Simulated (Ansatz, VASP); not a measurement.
# CoO: VASP beside Ansatz

The input INCAR:

```
ALGO = Normal
EDIFF = 1E-8
ENCUT = 520
GGA = PE
ISIF = 2
ISMEAR = -1
ISPIN = 2
LASPH = T
LCHARG = F
LEFG = T
LMAXMIX = 4
LORBIT = 11
LREAL = F
LWAVE = F
MAGMOM = 2 0
NBANDS = 18
NELM = 150
PREC = Accurate
SIGMA = 0.05
```

File KPOINTS:

```
k-points
0
Gamma
  16 16 16
```

The input POSCAR:

```
CoO
1.0
    0.0639450000      2.1634725000      2.1634725000
    2.1634725000      0.0639450000      2.1634725000
    2.1634725000      2.1634725000      0.0639450000
Co O
1 1
Direct
    0.0000000000      0.0000000000      0.0000000000
    0.5000000000      0.5000000000      0.5000000000
```

Input for Ansatz:

```yaml
crystal:
  lattice:
    - [0.063945, 2.1634725, 2.1634725]
    - [2.1634725, 0.063945, 2.1634725]
    - [2.1634725, 2.1634725, 0.063945]
  atoms:
    - { symbol: Co, position: [0.0, 0.0, 0.0], spin: 2.0 }
    - { symbol: O, position: [0.5, 0.5, 0.5] }
magnetization:
  spin_polarized: true
kpoints:
  mp_grid: { grid: [16, 16, 16] }
scf:
  occupations: { method: fermi_dirac, width: 0.05 }
hamiltonian:
  xc: pbe
  pseudopotentials: { kind: all_electron, datasets: crystal }
output:
  forces: true
  stress: true
  eigenvalues: true
  efg: { contact_densities: true }
```

Change from the starting cell: equal xy, yz and zx shear strains of +3 %, crystal datasets.

Alike in both runs: task electric field gradients; functional PBE; k mesh 16 × 16 × 16; occupations fermi-dirac, width 0.05 eV; collinear spin.

|  | VASP | Ansatz |
| --- | --- | --- |
| version | VASP 6.6.1 | Ansatz 0.2.0 |
| potentials or method | VASP PAW PBE potentials, release 64 (Co, O), cutoff 520 eV | all-electron PAW with datasets made for the crystal, scalar-relativistic |

```csv
,VASP,Ansatz,Ansatz less VASP
pressure (GPa),-2.5,-1.5,+1.02
"traceless stress, the component that is largest in VASP (GPa)",0.43,0.49,+0.057
net moment per atom (μB),1.45,1.47,+0.014
size of the moment on the site where the two differ most (μB),2.56,2.50,-0.057
size of Vzz on the site where it differs most (V/Å²),18.6,48.1,+29.50
```

Site moments also hang on the region over which each program counts them. Ansatz ran all-electron here, and VASP with PAW potentials.
